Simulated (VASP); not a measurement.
Input of a VASP 6.6.1 run:

Contents of INCAR:

```
SYSTEM = Ta2N
PREC = Accurate
ENCUT = 600
EDIFF = 1E-6
ISMEAR = 0
SIGMA = 0.1
LREAL = .FALSE.
LASPH = .TRUE.
NELM = 100
ALGO = Normal
ISIF = 4
LWAVE = .FALSE.
LCHARG = .FALSE.
GGA = PE
IBRION = 2
NSW = 50
EDIFFG = -0.01
```

Contents of KPOINTS:

```
Automatic mesh
0
G
  18 18 10
  0 0 0
```

POSCAR

```
Ta2N
1.0
    3.1318464138      0.0000000000      0.0000000000
   -1.5659232069      2.7122585551      0.0000000000
    0.0000000000      0.0000000000      4.9302287301
Ta N
2 1
Direct
    0.6666666667      0.3333333333      0.7449050328
    0.3333333333      0.6666666667      0.2550949672
    0.0000000000      0.0000000000      0.0000000000
```

Potentials or basis: VASP PAW PBE potentials, release 64 (Ta_pv, N).

The run is started by

```sh
$ cat potpaw_PBE.64/Ta_pv/POTCAR potpaw_PBE.64/N/POTCAR > POTCAR
$ mpirun -np 1 vasp_std > vasp.out
```

**Question.** Estimate the band gap on the k mesh.

**Answer.** Zero (an odd number of electrons rules out a gap without spin polarisation).

Final structure:
```
Ta N
1.0
     3.13520    0.00000    0.00000
    -1.56760    2.71516    0.00000
     0.00000    0.00000    4.91969
Ta N
2 1
Direct
  0.66667 0.33333 0.74630
  0.33333 0.66667 0.25370
  0.00000 0.00000 0.00000
```

Caveat: spin-orbit coupling is left out, which moves the levels of the heavy elements.
